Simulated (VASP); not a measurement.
# AlN (I4/mmm) in VASP: single point with HSE06

Aim: the single point of AlN with HSE06.

Program: VASP 6.6.1. These are calculated values, not measurements. Logs are shortened: lines on timing, memory, paths and dates and some standing lists are left out, and cuts for length are marked.

### Step 1. The cell of the first run

The structure is tetragonal, space group I4/mmm (No. 139). Conventional cell: a = 2.855 Å, b = 2.855 Å, c = 3.972 Å, α = 90.00°, β = 90.00°, γ = 90.00°. Al (site symmetry 4/mmm) has 6 N at 1.99 to 2.02 Å within 2.6 Å. N (site symmetry 4/mmm) has 6 Al at 1.99 to 2.02 Å within 2.6 Å.

### Step 2. Single point, HSE06 (uniaxial z strain -1.6%)

The input, POSCAR:

```
AlN
1.0
    0.0000000000      2.0188684454      1.9861627766
    2.0188684454      0.0000000000      1.9861627766
    2.0188684454      2.0188684454      0.0000000000
Al N
1 1
Direct
    0.0000000000      0.0000000000      0.0000000000
    0.5000000000      0.5000000000      0.5000000000
```

The input, INCAR.step1:

```
  ALGO = Normal
  EDIFF = 1E-5
  ENCUT = 520
  GGA = PE
  ISIF = 2
  ISMEAR = 0
  LASPH = True
  LCHARG = False
  LREAL = False
  LWAVE = True
  NBANDS = 11
  NELM = 60
  PREC = Accurate
  SIGMA = 0.01
```

The input, INCAR.step2:

```
  ALGO = Normal
  EDIFF = 1E-6
  ENCUT = 520
  GGA = PE
  HFSCREEN = 0.2079
  ISIF = 2
  ISMEAR = 0
  ISTART = 1
  LASPH = True
  LCHARG = False
  LHFCALC = True
  LREAL = False
  LWAVE = False
  NBANDS = 11
  NELM = 60
  PREC = Accurate
  PRECFOCK = Normal
  SIGMA = 0.01
```

The input, KPOINTS:

```
k-points
0
Gamma
  8 8 8
```

Potentials or basis: VASP PAW PBE potentials, release 64 (Al, N).

Launch:

```
$ cat potpaw_PBE.64/Al/POTCAR potpaw_PBE.64/N/POTCAR > POTCAR
$ cp INCAR.step1 INCAR
$ mpirun -np 1 vasp_std > vasp.out
$ cp INCAR.step2 INCAR
$ mpirun -np 1 vasp_std > vasp.out
```

OUTCAR:

```text
EDIFF = 1E-6
   ENCUT = 520
   GGA = PE
   HFSCREEN = 0.2079
   ISIF = 2
   ISMEAR = 0
   ISTART = 1
   LASPH = True
   LHFCALC = True
   LREAL = False
   NELM = 60
   PREC = Accurate
   PRECFOCK = Normal

 ion  position               nearest neighbor table
   1  0.000  0.000  0.000-   2 1.99   2 1.99   2 2.02   2 2.02   2 2.02   2 2.02
   2  0.500  0.500  0.500-   1 1.99   1 1.99   1 2.02   1 2.02   1 2.02   1 2.02

  LATTYP: Found a body centered tetragonal cell.
 ALAT       =     2.8551111361
 C/A-ratio  =     1.3913033027

  Lattice vectors:

 A1 = (   0.0000000000,  -2.0188684454,  -1.9861627766)
 A2 = (   0.0000000000,   2.0188684454,  -1.9861627766)
 A3 = (   2.0188684454,   0.0000000000,   1.9861627766)

Analysis of symmetry for initial positions (statically):
=====================================================================
 Subroutine PRICEL returns:
 Original cell was already a primitive cell.

 Routine SETGRP: Setting up the symmetry group for a
 body centered tetragonal supercell.

 Subroutine GETGRP returns: Found 16 space group operations
 (whereof 16 operations were pure point group operations)
 out of a pool of 16 trial point group operations.

The static configuration has the point symmetry D_4h.

Analysis of symmetry for dynamics (positions and initial velocities):
=====================================================================
 Subroutine PRICEL returns:
 Original cell was already a primitive cell.

 Routine SETGRP: Setting up the symmetry group for a
 body centered tetragonal supercell.

 Subroutine GETGRP returns: Found 16 space group operations
 (whereof 16 operations were pure point group operations)
 out of a pool of 16 trial point group operations.

The dynamic configuration has the point symmetry D_4h.

 Subroutine INISYM returns: Found 16 space group operations
 (whereof 16 operations are pure point group operations),
 and found     1 'primitive' translations

----------------------------------------------------------------------------------------

                                     Primitive cell

  volume of cell :      16.1905

  direct lattice vectors                    reciprocal lattice vectors
     0.000000000  2.018868445  1.986162777    -0.247663488  0.247663488  0.251741703
     2.018868445  0.000000000  1.986162777     0.247663488 -0.247663488  0.251741703
     2.018868445  2.018868445  0.000000000     0.247663488  0.247663488 -0.251741703

  length of vectors
     2.832079161  2.832079161  2.855111136     0.431333156  0.431333156  0.431333156

  position of ions in fractional coordinates (direct lattice)
     0.000000000  0.000000000  0.000000000
     0.500000000  0.500000000  0.500000000

  ion indices of the primitive-cell ions
   primitive index   ion index
                 1           1
                 2           2

----------------------------------------------------------------------------------------

 KPOINTS: k-points

Automatic generation of k-mesh.
 Grid dimensions read from file:
 generate k-points for:    8    8    8

 Generating k-lattice:

  Cartesian coordinates                     Fractional coordinates (reciprocal lattice)
    -0.030957936  0.030957936  0.031467713     0.125000000 -0.000000000  0.000000000
     0.030957936 -0.030957936  0.031467713    -0.000000000  0.125000000  0.000000000
     0.030957936  0.030957936 -0.031467713     0.000000000  0.000000000  0.125000000

  Length of vectors
     0.053916644  0.053916644  0.053916644

  Shift w.r.t. Gamma in fractional coordinates (k-lattice)
     0.000000000  0.000000000  0.000000000

 Subroutine IBZKPT returns following result:
 ===========================================

 Found     59 irreducible k-points:

 Following reciprocal coordinates:
            Coordinates               Weight
  0.000000  0.000000  0.000000      1.000000
  0.125000 -0.000000  0.000000      8.000000
  0.250000 -0.000000  0.000000      8.000000
  0.375000  0.000000  0.000000      8.000000
  0.500000 -0.000000  0.000000      4.000000
  0.125000  0.125000  0.000000      2.000000
[... 16 lines left out ...]
  0.250000  0.000000  0.125000     16.000000
  0.375000  0.000000  0.125000     16.000000
 [... further k-points ...]
   k-points           NKPTS =     59   k-points in BZ     NKDIM =    512   number of bands    NBANDS=     11
   number of dos      NEDOS =    301   number of ions     NIONS =      2
   total plane-waves  NPLWV =  13824
   dimension x,y,z NGX =    24 NGY =   24 NGZ =   24
   dimension x,y,z NGXF=    48 NGYF=   48 NGZF=   48
   ions per type =               1   1
   NGX,Y,Z   is equivalent  to a cutoff of  14.09, 14.09, 13.97 a.u.
   NGXF,Y,Z  is equivalent  to a cutoff of  28.18, 28.18, 27.95 a.u.
 SYSTEM =  unknown system
   PREC   = accura    normal or accurate (medium, high low for compatibility)
   ISTART =      1    job   : 0-new  1-cont  2-samecut
   ICHARG =      0    charge: 1-file 2-atom 10-const
   ISPIN  =      1    spin polarized calculation?
   LNONCOLLINEAR =      F non collinear calculations
   LSORBIT =      F    spin-orbit coupling
   LASPH  =      T    aspherical Exc in radial PAW
   ENCUT  =  520.0 eV  38.22 Ry    6.18 a.u.   5.27  5.27  5.31*2*pi/ulx,y,z
   NELM   =     60;   NELMIN=  2; NELMDL=  0     # of ELM steps
   EDIFF  = 0.1E-05   stopping-criterion for ELM
   LREAL  =      F    real-space projection
   EDIFFG = 0.1E-04   stopping-criterion for IOM
   NSW    =      0    number of steps for IOM
   IBRION =     -1    ionic relax: 0-MD 1-quasi-New 2-CG
   NFREE  =      0    steps in history (QN), initial steepest desc. (CG)
   ISIF   =      2    stress and relaxation
   ISYM   =      3    0-nonsym 1-usesym 2-fastsym
   POTIM  = 0.5000    time-step for ionic-motion
   TEBEG  =    0.0;   TEEND  =   0.0 temperature during run
   PSTRESS=    0.0 pullay stress
   NELECT =       8.0000    total number of electrons
   NUPDOWN=      -1.0000    fix difference up-down
   EMIN   =  10.00;   EMAX   =-10.00  energy-range for DOS
   EFERMI =   0.00;   METHOD = LEGACY
   ISMEAR =     0;   SIGMA  =   0.01  broadening in eV -4-tet -1-fermi 0-gaus
   EFERMI_NEDOS =   21; number of points for ismear=-14 and -15
   IALGO  =     38    algorithm
   IMIX   =      1    mixing-type and parameters
     AMIX     =   0.40;   BMIX     =  1.00
     AMIX_MAG =   1.60;   BMIX_MAG =  1.00
  volume/ion in A,a.u.               =       8.10        54.63
  Fermi-wavevector in a.u.,A,eV,Ry     =   1.294249  2.445776 22.790857  1.675081
  Thomas-Fermi vector in A             =   2.425844
   LORBIT       =      0    0 simple, 1 ext, 2 COOP (PROOUT), +10 PAW based schemes
   GGA     = PE    functional components
   LHFCALC =     T    Hartree Fock is set to
   PRECFOCK=normal    Normal, Fast or Accurate (Low or Medium for compatibility)
   ENCUT4O =  -1.0   cutoff for four orbital integrals eV
   NKREDX  =     1    reduce k-point grid by
   NKREDY  =     1    reduce k-point grid by
   NKREDZ  =     1    reduce k-point grid by
   AEXX    =    0.2500 exact exchange contribution
   HFSCREEN=    0.2079 screening length (either q_TF or 0.3 A-1)
   HFSCREENC=   0.2079 screening length for correlation (either q_TF or 0.3 A-1)
   ENCUTFOCK=  -1.0 apply spherical cutoff to Coloumb kernel
   IVDW    =     0    specifies the selected vdW correction
   LEPSILON=     F    determine dielectric tensor
   LRPA    =     F    only Hartree local field effects (RPA)
 non-spin polarized calculation
 Gauss-broadening in eV      SIGMA  =   0.01
  energy-cutoff  :      520.00
  volume of cell :       16.19
 maximum number of plane-waves:       447
 NGX is ok and might be reduce to    24
  NGX = 16; NGY = 16; NGZ = 16

 number of electron       7.9999999 magnetization

 Free energy of the ion-electron system (eV)
  ---------------------------------------------------
  ext. energy  EPLUGINS =         0.00000000
  ---------------------------------------------------
  free energy    TOTEN  =       -17.12934478 eV

  energy without entropy =      -17.12934478  energy(sigma->0) =      -17.12934478

 E-fermi :   9.4653     XC(G=0): -10.1303

 val. band max:        9.4116622554   @ k =   0.0000   0.0000   0.0000
 cond. band min:      15.4466448542   @ k =   0.5000   0.5000   0.0000
 fundamental gap:      6.0349825988
 Fermi energy:         9.4653052511

 k-point     1 :       0.0000    0.0000    0.0000
  band No.  band energies     occupation
      1     -10.0518      2.00000
      2       9.2681      2.00000
      3       9.4117      2.00000
      4       9.4117      2.00000
      5      16.8814      0.00000
      6      23.1754      0.00000
      7      23.1754      0.00000
      8      23.4014      0.00000
      9      28.4943      0.00000
     10      28.9554      0.00000
     11      29.5329      0.00000

 k-point     2 :       0.1250   -0.0000    0.0000
  band No.  band energies     occupation
      1      -9.7024      2.00000
      2       7.7522      2.00000
      3       9.1278      2.00000
      4       9.1907      2.00000
      5      17.7566      0.00000
      6      22.0712      0.00000
      7      23.6270      0.00000
      8      23.8066      0.00000
      9      27.1103      0.00000
     10      27.5225      0.00000
     11      29.8285      0.00000

 k-point     3 :       0.2500   -0.0000    0.0000
  band No.  band energies     occupation
      1      -8.7084      2.00000
      2       4.6142      2.00000
      3       8.7068      2.00000
      4       8.7115      2.00000
      5      17.9378      0.00000
      6      22.5237      0.00000
      7      23.3300      0.00000
      8      23.7117      0.00000
      9      27.5831      0.00000
     10      27.6597      0.00000
     11      28.8438      0.00000
[... 267 lines left out ...]
 k-point    23 :       0.2500    0.0000    0.1250
  band No.  band energies     occupation
      1      -8.8202      2.00000
      2       5.6154      2.00000
      3       8.1900      2.00000
      4       8.3218      2.00000
      5      18.9192      0.00000
      6      20.5494      0.00000
      7      22.6065      0.00000
      8      24.8756      0.00000
      9      25.9997      0.00000
     10      29.6135      0.00000
     11      31.2501      0.00000

 k-point    24 :       0.3750    0.0000    0.1250
  band No.  band energies     occupation
      1      -7.5516      2.00000
      2       2.7256      2.00000
      3       7.5785      2.00000
      4       7.8629      2.00000
      5      18.3512      0.00000
      6      21.2637      0.00000
      7      22.6738      0.00000
      8      24.0209      0.00000
      9      28.1091      0.00000
     10      30.5634      0.00000
     11      31.5421      0.00000

 [... further k-points ...]

------------------------ aborting loop because EDIFF is reached ----------------------------------------

  FORCE on cell =-STRESS in cart. coord.  units (eV):
  Direction    XX          YY          ZZ          XY          YZ          ZX
  --------------------------------------------------------------------------------------
  -------------------------------------------------------------------------------------
  Total        0.1578977      0.1578977      0.6914523      0.0000000     -0.0000000     -0.0000000
  in kB       15.6251932     15.6251932     68.4245449      0.0000000     -0.0000000     -0.0000000
  external PRESSURE =      33.2249771 kB  Pullay stress =       0.0000000 kB

 VOLUME and BASIS-vectors are now :
 -----------------------------------------------------------------------------
  energy-cutoff  :      520.00
  volume of cell :       16.19
      direct lattice vectors                 reciprocal lattice vectors
     0.000000000  2.018868445  1.986162777    -0.247663488  0.247663488  0.251741703
     2.018868445  0.000000000  1.986162777     0.247663488 -0.247663488  0.251741703
     2.018868445  2.018868445  0.000000000     0.247663488  0.247663488 -0.251741703

 POSITION                                       TOTAL-FORCE (eV/Angst)
 -----------------------------------------------------------------------------------
      0.00000      0.00000      0.00000         0.000000      0.000000     -0.000000
      2.01887      2.01887      1.98616         0.000000      0.000000      0.000000
 -----------------------------------------------------------------------------------
    total drift:                                0.000000     -0.000000      0.000000

  FREE ENERGIE OF THE ION-ELECTRON SYSTEM (eV)
  ---------------------------------------------------
  free  energy   TOTEN  =       -17.1293447834 eV

  energy  without entropy=      -17.1293447834  energy(sigma->0) =      -17.12934478
```

Wall time 46 min (1 thread of Intel Xeon 8259CL, shared host); peak memory 0.26 GiB.

Results:

```
Free energy            : -17.1293 eV
Pressure               : 3.3 GPa
Band gap on the k mesh : 6.03 eV (least direct gap 7.47 eV)
```

Levels at points of the mesh, in eV from the valence-band top:
| k point | band 2 | band 3 | band 4 | band 5 | band 6 | band 7 |
| --- | --- | --- | --- | --- | --- | --- |
| (0.00, 0.00, 0.00) | -0.14 | 0.00 | 0.00 | 7.47 | 13.76 | 13.76 |
| (0.50, 0.00, 0.00) | -9.19 | -1.28 | -1.22 | 7.62 | 12.53 | 12.94 |
| (0.50, 0.50, 0.00) | -8.16 | -3.24 | -3.24 | 6.03 | 6.43 | 16.60 |
| (0.50, 0.00, 0.50) | -8.24 | -3.23 | -2.99 | 6.20 | 6.60 | 16.39 |

Caveat: the cell differs from its parent crystal (uniaxial z strain -1.6%); the stress differs along the axes, from 2 to 7 GPa; the structure was generated, so it needn't be the stable form of AlN; the PAW data sets were made with another functional, which shifts forces and pressure a little. A k mesh can miss the band edges.
